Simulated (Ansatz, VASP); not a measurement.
## Ge3Pt: VASP beside Ansatz

```
Ge Pt
1.0
     3.50340    0.00000    0.00000
     0.00000    3.50340    0.00000
     0.00000    0.00000    7.71885
Ge Pt
3 1
Direct
  0.00000 0.00000 0.66523
  0.00000 0.00000 0.33477
  0.50000 0.50000 0.00000
  0.00000 0.00000 0.00000
```

Alike in both runs: functional PBE; k mesh 6 × 6 × 4; occupations gaussian, width 0.1 eV; no spin polarisation.

Ansatz relaxed the structure, and its values are those at the end. VASP's run is a single point on that final structure, the one shown.

|  | VASP | Ansatz |
| --- | --- | --- |
| version | VASP 6.6.1 | Ansatz 0.2.0 |
| potentials or method | VASP PAW PBE potentials, release 64 (Ge_d, Pt), cutoff 520 eV | scalar-relativistic, plane waves, PAW |
| valence electrons in the cell | 52 | 60 |

|  | VASP | Ansatz | Ansatz less VASP |
| --- | --- | --- | --- |
| gap on the k mesh at the Fermi level (eV) | none | none | - |
| pressure (GPa) | 0.0 | 0.0 | -0.02 |

A gap of «none» marks a metal or a gap that the smearing closes. VASP's potentials hold 52 valence electrons a cell and Ansatz's 60, so a difference there can come from the potentials and not from the codes.

Neither program's run includes spin-orbit coupling.
